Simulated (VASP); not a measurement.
Input of a VASP 6.6.1 run:

File INCAR:

```
PREC = Accurate
ENCUT = 520
EDIFF = 1E-6
ISMEAR = -1
SIGMA = 0.05
LREAL = False
LASPH = True
NELM = 100
ALGO = Normal
ISIF = 2
LWAVE = False
LCHARG = False
GGA = PE
NBANDS = 10
```

Contents of KPOINTS:

```
regular mesh
0
Gamma
  11 11 6
```

POSCAR

```
Li
1.0
    3.0646488937      0.0000000000      0.0000000000
   -1.5323244468      2.6540637956      0.0000000000
    0.0000000000      0.0000000000      4.9647312077
Li
2
Direct
    0.2733333333      0.6366666667      0.2050000000
    0.7266666667      0.3633333333      0.7950000000
```

Potentials or basis: VASP PAW PBE potentials, release 64 (Li_sv).

Command:

```sh
$ cat potpaw_PBE.64/Li_sv/POTCAR > POTCAR
$ mpirun -np 1 vasp_std > vasp.out
```

Task: What does it give for the largest force?

Result: 0.661 eV/Å.

Task: Predict the band gap on the k mesh.

Result: Zero (bands 3 and 4 overlap by 3.79 eV).

Forces on the atoms (eV/Å):
```
Li   0.104  0.060  0.650
Li  -0.104 -0.060 -0.650
```

Caveat: the cell differs from its parent crystal (shortest bond scaled by 0.82).
